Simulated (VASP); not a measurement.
Write the native input for VASP 6.6.1 that does the following.

| Property | Result |
| --- | --- |
| Task | single point |
| Functional | PBE |
| Dispersion | D3(BJ) |
| Potentials or basis | VASP PAW PBE potentials, release 64 (C) |
| Cutoff | 520 eV |
| k mesh | 9 × 9 × 4 |
| Occupations | gaussian, width 0.1 eV |
| Spin | no spin polarisation |
| Dipole correction | no |
| Further INCAR settings | ALGO = Normal; EDIFF = 1e-06; NBANDS = 16 |

The structure of C lies in POSCAR:

```
C
1.0
    2.4672912616      0.0000000000      0.0000000000
   -1.2336456308      2.1367369111      0.0000000000
    0.0000000000      0.0000000000      7.8030730000
C
4
Direct
    0.0000000000      0.0000000000      0.2500000000
    0.0000000000      0.0000000000      0.7500000000
    0.3333333300      0.6666666700      0.2500000000
    0.6666666700      0.3333333300      0.7500000000
```

One way to write it, as run:

INCAR

```
SYSTEM = C
PREC = Accurate
ENCUT = 520
EDIFF = 1E-6
ISMEAR = 0
SIGMA = 0.1
LREAL = .False.
LASPH = .True.
NELM = 60
ALGO = Normal
ISIF = 2
LWAVE = .False.
LCHARG = .False.
GGA = PE
IVDW = 12
NBANDS = 16
```

KPOINTS

```
Automatic mesh
0
Gamma
  9 9 4
  0 0 0
```

Potentials or basis: VASP PAW PBE potentials, release 64 (C).

The run is started by

```console
$ cat potpaw_PBE.64/C/POTCAR > POTCAR
$ mpirun -np 1 vasp_std > vasp.out
```

Results of the run:

| Quantity | Value |
| --- | --- |
| Pressure | -0.7 GPa |
| Band gap on the k mesh | zero (filled and empty bands overlap) |
| Dispersion energy per atom | -0.131 eV |

Run time: 8.4 s on 1 thread of Intel(R) Xeon(R) 6975P-C (Granite Rapids), on a shared host, peak memory 0.16 GiB.
